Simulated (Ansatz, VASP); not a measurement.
## Sb2Mo: VASP beside Ansatz

```
CELL_PARAMETERS angstrom
5.11991 0.00000 0.00000
-2.55995 4.43397 0.00000
0.00000 0.00000 2.89577
ATOMIC_POSITIONS crystal
Sb 0.33333 0.66667 0.50000
Sb 0.66667 0.33333 0.50000
Mo 0.00000 0.00000 0.00000
```

Alike in both runs: functional r2SCAN; k mesh 12 × 12 × 16; occupations gaussian, width 0.1 eV; no spin polarisation.

Ansatz relaxed the structure, and its values are those at the end. VASP's run is a single point on that final structure, the one shown.

|  | VASP | Ansatz |
| --- | --- | --- |
| version | VASP 6.6.1 | Ansatz 0.2.0 |
| potentials or method | VASP PAW PBE potentials, release 64 (Sb, Mo_sv), cutoff 520 eV | scalar-relativistic, plane waves, PAW |
| valence electrons in the cell | 24 | 44 |

|  | VASP | Ansatz | Ansatz less VASP |
| --- | --- | --- | --- |
| gap on the k mesh at the Fermi level (eV) | none | none | - |
| pressure (GPa) | 0.3 | 0.0 | -0.26 |

VASP's potentials were made for PBE, not for r2SCAN. A gap of «none» marks a metal or a gap that the smearing closes. VASP's potentials hold 24 valence electrons a cell and Ansatz's 44, so a difference there can come from the potentials and not from the codes.

Neither program's run includes spin-orbit coupling.
